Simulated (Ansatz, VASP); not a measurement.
## VCrC2 in VASP and in Ansatz

```
Cr V C
1.0
     1.46063    0.84330    4.73939
    -1.46063    0.84330    4.73939
     0.00000   -1.68659    4.73939
Cr V C
1 1 2
Direct
  0.50000 0.50000 0.50000
  0.00000 0.00000 0.00000
  0.24876 0.24876 0.24876
  0.75124 0.75124 0.75124
```

Alike in both runs: task single point; functional PBEsol; k mesh 9 × 9 × 9; occupations fermi-dirac, width 0.05 eV; collinear spin; fixed moment 6.2 μB.

```csv
,VASP,Ansatz
version,VASP 6.6.1,Ansatz 0.2.0
potentials or method,"VASP PAW PBE potentials, release 64 (Cr_pv, V_sv, C)",Ansatz PAW
plane-wave cutoff (eV),520,420
valence electrons in the cell,33,35
```

```tsv
	VASP	Ansatz	Ansatz less VASP
rms of the force components (eV/Å)	0.040	0.040	+0.0002
net moment per atom (μB)	1.55	1.55	0.000
size of the moment on the site where the two differ most (μB)	2.93	2.46	-0.476
```

VASP's potentials were made for PBE, not for PBEsol. Site moments also hang on the region over which each program counts them. Atom by atom the forces differ by 0.000 eV/Å (rms over components). VASP's potentials hold 33 valence electrons a cell and Ansatz's 35, so a difference there can come from the potentials and not from the codes.
